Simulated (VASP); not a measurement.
**Bi3O: single point with PBE**

The system is Bi3O.

```
CELL_PARAMETERS angstrom
4.99848 0.09524 0.02700
-0.42140 4.98791 -0.10245
-0.68413 -0.46590 9.99189
ATOMIC_POSITIONS crystal
Bi 0.02819 0.52022 0.30012
Bi 0.02524 0.51986 0.80001
Bi 0.51845 0.59794 0.01335
Bi 0.52201 0.60201 0.51323
Bi 0.60143 0.02512 0.25948
Bi 0.59754 0.02722 0.75982
O 0.35287 0.35104 0.17647
O 0.35428 0.35659 0.67751
```

```json
{
 "Program": "VASP 6.6.1",
 "Task": "single point",
 "Functional": "PBE",
 "Potentials or basis": "VASP PAW PBE potentials, release 64 (Bi_d, O)",
 "Cutoff": "520 eV",
 "k mesh": "4 × 4 × 2",
 "Occupations": "gaussian, width 0.1 eV",
 "Spin": "no spin polarisation"
}
```

```yaml
Pressure: 0.0 GPa
Largest_force: 0.043 eV/Å
Band_gap_on_the_k_mesh: zero (bands 51 and 52 overlap by 0.86 eV)
```

Forces on the atoms (eV/Å):
```
Bi  -0.033  0.014  0.019
Bi  -0.031  0.020  0.014
Bi   0.022  0.024 -0.022
Bi   0.017  0.015 -0.030
Bi   0.018 -0.030  0.013
Bi   0.019 -0.033  0.020
O   -0.005 -0.001 -0.008
O   -0.007 -0.009 -0.008
```

Stress tensor (GPa, compression positive):
```
 0.05 -0.01 -0.01
-0.01  0.02 -0.06
-0.01 -0.06 -0.02
```

Levels at points of the mesh, in eV from the Fermi level:
```csv
k point,band 47,band 48,band 49,band 50,band 51,band 52,band 53,band 54,band 55,band 56
"(0.00, 0.00, 0.00)",-2.29,-1.13,-1.02,-0.75,-0.30,0.68,0.69,1.33,2.18,2.20
"(0.50, 0.00, 0.00)",-1.27,-1.01,-0.75,-0.72,-0.29,-0.26,0.67,1.10,1.33,1.36
"(0.00, 0.50, 0.00)",-1.27,-1.01,-0.74,-0.72,-0.31,-0.25,0.67,1.10,1.34,1.35
"(0.50, 0.50, 0.00)",-1.60,-1.59,-1.28,-1.25,-0.74,-0.26,1.10,1.35,2.26,2.66
"(0.00, 0.00, 0.50)",-1.79,-1.79,-0.63,-0.61,0.20,0.22,0.95,0.96,1.96,1.97
"(0.50, 0.00, 0.50)",-1.48,-1.47,-0.72,-0.72,-0.20,-0.18,0.83,0.84,1.81,1.83
"(0.00, 0.50, 0.50)",-1.47,-1.47,-0.89,-0.87,-0.18,-0.17,1.00,1.01,2.02,2.03
"(0.50, 0.50, 0.50)",-1.55,-1.53,-1.30,-1.29,-0.07,-0.07,1.79,1.80,2.61,2.62
```

It took 11 min on 1 thread of Intel Xeon 8259CL, on a shared host, peak memory 0.48 GiB.

Caveat: spin-orbit coupling is left out, which moves the levels of the heavy elements.
